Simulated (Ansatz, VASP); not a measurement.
## One calculation of Sc, two programs

INCAR

```
  ALGO = Fast
  EDIFF = 1E-6
  ENCUT = 520
  GGA = PS
  ISIF = 2
  ISMEAR = 0
  LASPH = True
  LCHARG = False
  LREAL = False
  LWAVE = False
  NBANDS = 18
  NELM = 100
  PREC = Accurate
  SIGMA = 0.15
```

KPOINTS

```
k-points
0
Gamma
  18 18 10
```

The input POSCAR:

```
Sc
1.0
    3.3087978973      0.0000000000      0.0000000000
   -1.6543989486      2.8655030350      0.0000000000
    0.0000000000      0.0000000000      5.3733600000
Sc
2
Direct
    0.3333333333      0.6666666667      0.2500000000
    0.6666666667      0.3333333333      0.7500000000
```

Input for Ansatz:

```yaml
crystal:
  lattice:
    - [3.3087978973, 0.0, 0.0]
    - [-1.6543989486, 2.865503035, 0.0]
    - [0.0, 0.0, 5.37336]
  atoms:
    - { symbol: Sc, position: [0.3333333333, 0.6666666667, 0.25] }
    - { symbol: Sc, position: [0.6666666667, 0.3333333333, 0.75] }
basis:
  ecutwfc: 420
kpoints:
  mp_grid: { grid: [18, 18, 10] }
hamiltonian:
  xc: pbesol
scf:
  occupations: { method: gaussian, width: 0.15 }
output:
  forces: true
  stress: true
  eigenvalues: true
```

Change from the starting cell: strain +0.0200 x Voigt [0, 0, 1, 0, 0, 0], atoms carried along.

Alike in both runs: task single point; functional PBEsol; k mesh 18 × 18 × 10; occupations gaussian, width 0.15 eV; no spin polarisation.

|  | VASP | Ansatz |
| --- | --- | --- |
| version | VASP 6.6.1 | Ansatz 0.2.0 |
| potentials or method | VASP PAW PBE potentials, release 64 (Sc_sv), cutoff 520 eV | scalar-relativistic, plane waves, PAW |
| valence electrons in the cell | 22 | 22 |

|  | VASP | Ansatz | Ansatz less VASP |
| --- | --- | --- | --- |
| gap on the k mesh at the Fermi level (eV) | none | none | - |
| pressure (GPa) | -3.6 | -3.6 | -0.01 |
| traceless stress, the component that is largest in VASP (GPa) | -1.85 | -1.84 | +0.005 |

VASP's potentials were made for PBE, not for PBEsol. A gap of «none» marks a metal or a gap that the smearing closes.
